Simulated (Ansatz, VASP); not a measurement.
InAs: VASP beside Ansatz

```
CELL_PARAMETERS angstrom
0.00000 3.05472 3.05472
3.05472 0.00000 3.05472
3.05472 3.05472 0.00000
ATOMIC_POSITIONS crystal
In 0.00000 0.00000 0.00000
As 0.75000 0.75000 0.75000
```

Alike in both runs: task single point; functional r2SCAN; k mesh 10 × 10 × 10; occupations gaussian, width 0.05 eV; no spin polarisation.

|  | VASP | Ansatz |
| --- | --- | --- |
| version | VASP 6.6.1 | Ansatz 0.2.0 |
| potentials or method | VASP PAW PBE potentials, release 64 (In_d, As), cutoff 520 eV | scalar-relativistic, plane waves, PAW |
| valence electrons in the cell | 18 | 28 |

|  | VASP | Ansatz | Ansatz less VASP |
| --- | --- | --- | --- |
| gap on the k mesh at the Fermi level (eV) | 0.08 | 0.08 | +0.002 |
| least direct gap on the mesh (eV) | 0.08 | 0.08 | +0.002 |
| pressure (GPa) | 0.0 | 0.0 | 0.00 |

VASP's potentials were made for PBE, not for r2SCAN. The functional is the same, so the differences come from potentials, cutoffs and numerics. VASP's potentials hold 18 valence electrons a cell and Ansatz's 28, so a difference there can come from the potentials and not from the codes.
